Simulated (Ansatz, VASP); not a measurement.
InGa3As4 in VASP and in Ansatz

Contents of INCAR:

```
SYSTEM = InGa3As4
  PREC = Accurate
  ENCUT = 600
  EDIFF = 1E-6
  ISMEAR = 0
  SIGMA = 0.1
  LREAL = .False.
  LASPH = .True.
  NELM = 60
  ALGO = Normal
  ISIF = 3
  LWAVE = .False.
  LCHARG = .False.
  GGA = PE
  IBRION = 2
  NSW = 90
  EDIFFG = -0.04
```

KPOINTS

```
regular mesh
0
Gamma
  4 4 4
  0 0 0
```

Contents of POSCAR:

```
InGa3As4
1.0
   -2.8054113500      2.8054113500      5.6108227000
    2.8054113500     -2.8054113500      5.6108227000
    2.8054113500      2.8054113500     -5.6108227000
In Ga As
1 3 4
Direct
    0.5000000000      0.5000000000      0.0000000000
    0.0000000000      0.0000000000      0.0000000000
    0.2500000000      0.7500000000      0.5000000000
    0.7500000000      0.2500000000      0.5000000000
    0.6250000000      0.6250000000      0.5000000000
    0.1250000000      0.1250000000      0.5000000000
    0.8750000000      0.3750000000      0.0000000000
    0.3750000000      0.8750000000      0.0000000000
```

Input for Ansatz:

```yaml
crystal:
  lattice:
    - [-2.80541135, 2.80541135, 5.6108227]
    - [2.80541135, -2.80541135, 5.6108227]
    - [2.80541135, 2.80541135, -5.6108227]
  atoms:
    - { symbol: In, position: [0.5, 0.5, 0.0] }
    - { symbol: Ga, position: [0.0, 0.0, 0.0] }
    - { symbol: Ga, position: [0.25, 0.75, 0.5] }
    - { symbol: Ga, position: [0.75, 0.25, 0.5] }
    - { symbol: As, position: [0.625, 0.625, 0.5] }
    - { symbol: As, position: [0.125, 0.125, 0.5] }
    - { symbol: As, position: [0.875, 0.375, 0.0] }
    - { symbol: As, position: [0.375, 0.875, 0.0] }
basis:
  ecutwfc: 420
kpoints:
  mp_grid: { grid: [4, 4, 4] }
hamiltonian:
  xc: pbe
scf:
  occupations: { method: gaussian, width: 0.1 }
  lower_state_search: "off"
output:
  forces: true
  stress: true
  eigenvalues: true
relax:
  adjacent_minimum: "off"
  f_tol: 0.04
  max_steps: 70
  cell: { stress_tol: 0.4 }
```

Alike in both runs: task relaxation of cell and atoms; functional PBE; k mesh 4 × 4 × 4; occupations gaussian, width 0.1 eV; no spin polarisation.

|  | VASP | Ansatz |
| --- | --- | --- |
| version | VASP 6.6.1 | Ansatz 0.2.0 |
| potentials or method | VASP PAW PBE potentials, release 64 (In_d, Ga_d, As), cutoff 600 eV | scalar-relativistic, plane waves, PAW |
| valence electrons in the cell | 72 | 112 |

|  | VASP | Ansatz | Ansatz less VASP |
| --- | --- | --- | --- |
| gap on the k mesh at the Fermi level, each at its own relaxed structure (eV) | none | none | - |
| relaxed volume (Å³/atom) | 25.21 | 25.13 | -0.081 |
| relaxed cell length with the largest relative difference (Å) | 7.180 | 7.171 | -0.0089 |

A gap of «none» marks a metal or a gap that the smearing closes. VASP's potentials hold 72 valence electrons a cell and Ansatz's 112, so a difference there can come from the potentials and not from the codes.

The k mesh is coarse, so the values compare programs but aren't converged.
